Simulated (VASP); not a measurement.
Crystal: GaN.

```
CELL_PARAMETERS angstrom
3.18315 0.00000 0.00000
-1.59157 2.75669 0.00000
0.00000 0.00000 5.18363
ATOMIC_POSITIONS crystal
Ga 0.33333 0.66667 0.99911
Ga 0.66667 0.33333 0.49911
N 0.33333 0.66667 0.37589
N 0.66667 0.33333 0.87589
```

Base run:

```yaml
Program: VASP 6.6.1
Functional: r2SCAN
Potentials_or_basis: VASP PAW PBE potentials, release 64 (Ga_d, N)
Cutoff: 520 eV
k_mesh: 12 × 12 × 6
Occupations: gaussian, width 0.01 eV
Spin: no spin polarisation
```

Its results: band gap on the k mesh 2.34 eV, direct; pressure 1.1 GPa; largest force 0.005 eV/Å.

Question: The run is repeated on the same cell with these changes: functional from r2SCAN to PBE. What comes out?

Answer: Band gap on the k mesh 1.94 eV, direct; pressure 6.3 GPa; largest force 0.005 eV/Å.

r2SCAN gives the wider gap, since meta-GGAs in the generalised Kohn-Sham scheme recover part of the derivative discontinuity.

Caveats: the PAW data sets were made with another functional, which shifts forces and pressure a little (some runs).

